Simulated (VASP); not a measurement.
# TiO2 (P4_2/mnm) in VASP: vibrations by perturbation theory with PBE

Aim: the vibrations by perturbation theory of TiO2 with PBE.

Program: VASP 6.6.1. These are calculated values, not measurements. Logs are shortened: lines on timing, memory, paths and dates and some standing lists are left out, and cuts for length are marked.

## Step 1: The cell of the first run

It takes space group P4_2/mnm (No. 136, tetragonal). The conventional cell has a = 4.607 Å, b = 4.607 Å, c = 2.967 Å, α = 90.00°, β = 90.00°, γ = 90.00°. Within 2.6 Å of Ti (site symmetry mmm) lie 6 O at 1.95 to 1.99 Å. Within 2.6 Å of O (site symmetry m2m) lie 3 Ti at 1.95 to 1.99 Å and 1 O at 2.54 Å.

## Step 2: Vibrations by perturbation theory, PBE

Contents of INCAR:

```
PREC     = Accurate       # precision mode
ENCUT    = 520            # plane-wave cutoff, eV
EDIFF    = 1E-8           # SCF threshold, eV
ISMEAR   = 0              # smearing method
SIGMA    = 0.01           # smearing width, eV
LREAL    = False          # projectors in reciprocal space
LASPH    = True           # aspherical terms in the spheres
NELM     = 80             # most SCF steps
ALGO     = Normal         # electronic algorithm
ISIF     = 2              # what is computed and relaxed
LWAVE    = False          # write WAVECAR
LCHARG   = True           # write CHGCAR
GGA      = PE             # functional
IBRION   = 8              # ionic algorithm
NSW      = 1              # ionic steps
```

Contents of KPOINTS:

```
regular mesh
0
Gamma
  5 5 7
```

Contents of POSCAR:

```
TiO2
1.0
    4.6074565905      0.0000000000      0.0000000000
    0.0000000000      4.6074565905      0.0000000000
    0.0000000000      0.0000000000      2.9672253213
Ti O
2 4
Direct
    0.0000000000      0.0000000000      0.0000000000
    0.5000000000      0.5000000000      0.5000000000
    0.3049600000      0.3049600000      0.0000000000
    0.1950400000      0.8049600000      0.5000000000
    0.6950400000      0.6950400000      0.0000000000
    0.8049600000      0.1950400000      0.5000000000
```

Potentials or basis: VASP PAW PBE potentials, release 64 (Ti_sv, O).

On the command line:

```bash
cat potpaw_PBE.64/Ti_sv/POTCAR potpaw_PBE.64/O/POTCAR > POTCAR
mpirun -np 1 vasp_std > vasp.out
```

OUTCAR:

```text
PREC = Accurate
   ENCUT = 520
   EDIFF = 1E-8
   ISMEAR = 0
   LREAL = False
   LASPH = True
   NELM = 80
   ISIF = 2
   GGA = PE
   IBRION = 8
   NSW = 1

 ion  position               nearest neighbor table
   1  0.000  0.000  0.000-   4 1.95   6 1.95   4 1.95   6 1.95   5 1.99   3 1.99
   2  0.500  0.500  0.500-   3 1.95   5 1.95   3 1.95   5 1.95   4 1.99   6 1.99
   3  0.305  0.305  0.000-   2 1.95   2 1.95   1 1.99
   4  0.195  0.805  0.500-   1 1.95   1 1.95   2 1.99
   5  0.695  0.695  0.000-   2 1.95   2 1.95   1 1.99
   6  0.805  0.195  0.500-   1 1.95   1 1.95   2 1.99

  LATTYP: Found a simple tetragonal cell.
 ALAT       =     4.6074565905
 C/A-ratio  =     0.6440050520

  Lattice vectors:

 A1 = (   4.6074565905,   0.0000000000,   0.0000000000)
 A2 = (   0.0000000000,   4.6074565905,   0.0000000000)
 A3 = (   0.0000000000,   0.0000000000,   2.9672253213)

Analysis of symmetry for initial positions (statically):
=====================================================================
 Subroutine PRICEL returns:
 Original cell was already a primitive cell.

 Routine SETGRP: Setting up the symmetry group for a
 simple tetragonal supercell.
[... 994 lines left out ...]
  x     4.34254     2.05543     4.00770     1.01513     0.00000     0.00000
  y    -2.05543    -4.34254    -4.00770    -0.97131     0.00000     0.00000
  z     0.00000     0.00000     0.00000     0.00000    -5.69481     4.61295

 SECOND DERIVATIVES (NOT SYMMETRIZED)
 ------------------------------------
               1X          1Y          1Z          2X          2Y          2Z          3X          3Y          3Z          4X          4Y          4Z          5X          5Y          5Z          6X          6Y          6Z
  1X   -15.526594    4.877821    0.000000   14.277577    0.036769    0.000000   -1.264489   -0.924491    0.000000    1.888997   -1.532804    0.000000   -1.264489   -0.924491    0.000000    1.888997   -1.532804    0.000000
  1Y     4.877821  -15.526594    0.000000    0.036769   14.277577    0.000000   -0.924491   -1.264489    0.000000   -1.532804    1.888997    0.000000   -0.924491   -1.264489    0.000000   -1.532804    1.888997    0.000000
  1Z     0.000000    0.000000   -0.522886    0.000000    0.000000    0.373535    0.000000    0.000000   -0.102112    0.000000    0.000000    0.176787    0.000000    0.000000   -0.102112    0.000000    0.000000    0.176787
  2X    14.277577   -0.036769    0.000000  -15.526594   -4.877821    0.000000    1.888997    1.532804    0.000000   -1.264489    0.924491    0.000000    1.888997    1.532804    0.000000   -1.264489    0.924491    0.000000
  2Y    -0.036769   14.277577    0.000000   -4.877821  -15.526594    0.000000    1.532804    1.888997    0.000000    0.924491   -1.264489    0.000000    1.532804    1.888997    0.000000    0.924491   -1.264489    0.000000
  2Z     0.000000    0.000000    0.373535    0.000000    0.000000   -0.522886    0.000000    0.000000    0.176787    0.000000    0.000000   -0.102112    0.000000    0.000000    0.176787    0.000000    0.000000   -0.102112
  3X    -1.268575   -0.902511    0.000000    1.893080    1.523943    0.000000  -11.338285   -6.015555    0.000000   -0.740584    0.895166    0.000000    5.785561    5.399601    0.000000    5.668803   -0.900642    0.000000
  3Y    -0.902511   -1.268575    0.000000    1.523943    1.893080    0.000000   -6.015555  -11.338285    0.000000   -0.900642    5.668803    0.000000    5.399601    5.785561    0.000000    0.895166   -0.740584    0.000000
  3Z     0.000000    0.000000   -0.137859    0.000000    0.000000    0.200856    0.000000    0.000000   -7.875068    0.000000    0.000000    2.061716    0.000000    0.000000    3.688639    0.000000    0.000000    2.061716
  4X     1.893080   -1.523943    0.000000   -1.268575    0.902511    0.000000   -0.740584   -0.895166    0.000000  -11.338285    6.015555    0.000000    5.668803    0.900642    0.000000    5.785561   -5.399601    0.000000
  4Y    -1.523943    1.893080    0.000000    0.902511   -1.268575    0.000000    0.900642    5.668803    0.000000    6.015555  -11.338285    0.000000   -0.895166   -0.740584    0.000000   -5.399601    5.785561    0.000000
  4Z     0.000000    0.000000    0.200856    0.000000    0.000000   -0.137859    0.000000    0.000000    2.061716    0.000000    0.000000   -7.875068    0.000000    0.000000    2.061716    0.000000    0.000000    3.688639
  5X    -1.268575   -0.902511    0.000000    1.893080    1.523943    0.000000    5.785561    5.399601    0.000000    5.668803   -0.900642    0.000000  -11.338285   -6.015555    0.000000   -0.740584    0.895166    0.000000
  5Y    -0.902511   -1.268575    0.000000    1.523943    1.893080    0.000000    5.399601    5.785561    0.000000    0.895166   -0.740584    0.000000   -6.015555  -11.338285    0.000000   -0.900642    5.668803    0.000000
  5Z     0.000000    0.000000   -0.137859    0.000000    0.000000    0.200856    0.000000    0.000000    3.688639    0.000000    0.000000    2.061716    0.000000    0.000000   -7.875068    0.000000    0.000000    2.061716
  6X     1.893080   -1.523943    0.000000   -1.268575    0.902511    0.000000    5.668803    0.900642    0.000000    5.785561   -5.399601    0.000000   -0.740584   -0.895166    0.000000  -11.338285    6.015555    0.000000
  6Y    -1.523943    1.893080    0.000000    0.902511   -1.268575    0.000000   -0.895166   -0.740584    0.000000   -5.399601    5.785561    0.000000    0.900642    5.668803    0.000000    6.015555  -11.338285    0.000000
  6Z     0.000000    0.000000    0.200856    0.000000    0.000000   -0.137859    0.000000    0.000000    2.061716    0.000000    0.000000    3.688639    0.000000    0.000000    2.061716    0.000000    0.000000   -7.875068

 Eigenvectors and eigenvalues of the dynamical matrix
 ----------------------------------------------------

   1 f  =   23.691094 THz   148.855532 2PiTHz  790.249825 cm-1    97.978447 meV
             X         Y         Z           dx          dy          dz
      0.000000  0.000000  0.000000    -0.000000    0.000000    0.000000
      2.303728  2.303728  1.483613     0.000000    0.000000    0.000000
      1.405090  1.405090  0.000000     0.353553    0.353553    0.000000
      0.898638  3.708818  1.483613     0.353553   -0.353553    0.000000
      3.202367  3.202367  0.000000    -0.353553   -0.353553   -0.000000
      3.708818  0.898638  1.483613    -0.353553    0.353553    0.000000
[... 145 lines left out ...]
  18 f/i=    0.055472 THz     0.348539 2PiTHz    1.850335 cm-1     0.229412 meV
             X         Y         Z           dx          dy          dz
      0.000000  0.000000  0.000000    -0.000000    0.000000    0.528091
      2.303728  2.303728  1.483613    -0.000000    0.000000    0.528091
      1.405090  1.405090  0.000000    -0.000000    0.000000    0.332506
      0.898638  3.708818  1.483613    -0.000000    0.000000    0.332506
      3.202367  3.202367  0.000000    -0.000000    0.000000    0.332506
      3.708818  0.898638  1.483613    -0.000000    0.000000    0.332506

--------------------------------------------------------------------------------------------------------

 ELASTIC MODULI CONTR FROM IONIC RELAXATION (kBar)
 Direction    XX          YY          ZZ          XY          YZ          ZX
 --------------------------------------------------------------------------------
 XX        -345.3950    140.5796   -128.2968      0.0000     -0.0000     -0.0000
 YY         140.5796   -345.3950   -128.2968     -0.0000      0.0000      0.0000
 ZZ        -128.2968   -128.2968   -160.7308      0.0000     -0.0000      0.0000
 XY           0.0000     -0.0000     -0.0000     -5.4724     -0.0000     -0.0000
 YZ          -0.0000      0.0000     -0.0000     -0.0000   -285.3377      0.0000
 ZX          -0.0000      0.0000      0.0000     -0.0000      0.0000   -187.2226
 --------------------------------------------------------------------------------
```

Wall time 23 min (1 thread of Oxide Virtual Turin-like, shared host); peak memory 0.32 GiB.

What came out:

| Property | Result |
| --- | --- |
| Highest phonon frequency at Γ, LO-TO splitting left out | 790 cm⁻¹ |

Phonon frequencies in cm⁻¹ (negative: imaginary):
| q point | frequencies |
| --- | --- |
| (0.000, 0.000, 0.000) | -2 0 0 44 70 77 77 136 366 366 376 419 443 443 475 475 588 790 |

Caveat: the cell stands under pressure or tension, which shifts response properties.
